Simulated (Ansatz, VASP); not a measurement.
## CdS: VASP beside Ansatz

The input POSCAR:

```
CdS
1.0
    0.0000000000      2.9392087863      2.9392087863
    2.9392087863      0.0000000000      2.9392087863
    2.9392087863      2.9392087863      0.0000000000
Cd S
1 1
Direct
    0.0000000000      0.0000000000      0.0000000000
    0.2500000000      0.2500000000      0.2500000000
```

Contents of INCAR.step1:

```
SYSTEM = CdS
PREC = Accurate ; ENCUT = 520
EDIFF = 1E-5 ; ISMEAR = 0
SIGMA = 0.01 ; LREAL = .FALSE.
LASPH = .TRUE. ; NELM = 100
ALGO = Normal ; ISIF = 2
LWAVE = .TRUE. ; LCHARG = .FALSE.
GGA = PE ; NBANDS = 16
```

Contents of INCAR.step2:

```
SYSTEM = CdS
PREC = Accurate ; ENCUT = 520
EDIFF = 1E-6 ; ISMEAR = 0
SIGMA = 0.01 ; LREAL = .FALSE.
LASPH = .TRUE. ; NELM = 100
ALGO = Normal ; ISIF = 2
LWAVE = .FALSE. ; LCHARG = .FALSE.
GGA = PE ; LHFCALC = .TRUE.
AEXX = 0.25 ; PRECFOCK = Normal
ISTART = 1 ; NBANDS = 16
```

File KPOINTS:

```
regular mesh
0
G
  6 6 6
  0 0 0
```

Input for Ansatz:

```yaml
crystal:
  lattice:
    - [0.0, 2.9392087863, 2.9392087863]
    - [2.9392087863, 0.0, 2.9392087863]
    - [2.9392087863, 2.9392087863, 0.0]
  atoms:
    - { symbol: Cd, position: [0.0, 0.0, 0.0] }
    - { symbol: S, position: [0.25, 0.25, 0.25] }
kpoints:
  mp_grid: { grid: [6, 6, 6] }
  band_path:
    path:
      - [0.0, 0.0, 0.0]
      - [-0.5, -0.5, 0.0]
      - [-0.375, -0.375, 0.25]
      - [-0.375, 0.0, 0.375]
      - [0.0, 0.0, 0.5]
      - [-0.5, -0.25, 0.25]
    npoints: 1
hamiltonian:
  xc: pbe0
scf:
  occupations: { method: fixed }
  n_extra_bands: 4
output:
  forces: true
  stress: true
  eigenvalues: true
```

Alike in both runs: task single point; functional PBE0; k mesh 6 × 6 × 6; no spin polarisation.

|  | VASP | Ansatz |
| --- | --- | --- |
| version | VASP 6.6.1 | Ansatz 0.2.0 |
| potentials or method | VASP PAW PBE potentials, release 64 (Cd, S) | plane waves, PAW |
| plane-wave cutoff (eV) | 520 | 420 |
| occupations | gaussian, width 0.01 eV | fixed |
| valence electrons in the cell | 18 | 26 |

```csv
,VASP,Ansatz,Ansatz less VASP
gap on the k mesh at the Fermi level (eV),2.77,2.75,-0.023
pressure (GPa),0.3,0.1,-0.24
```

VASP's potentials hold 18 valence electrons a cell and Ansatz's 26, so a difference there can come from the potentials and not from the codes. Ansatz's warnings: stress exchange threshold loose, stress scf threshold loose.
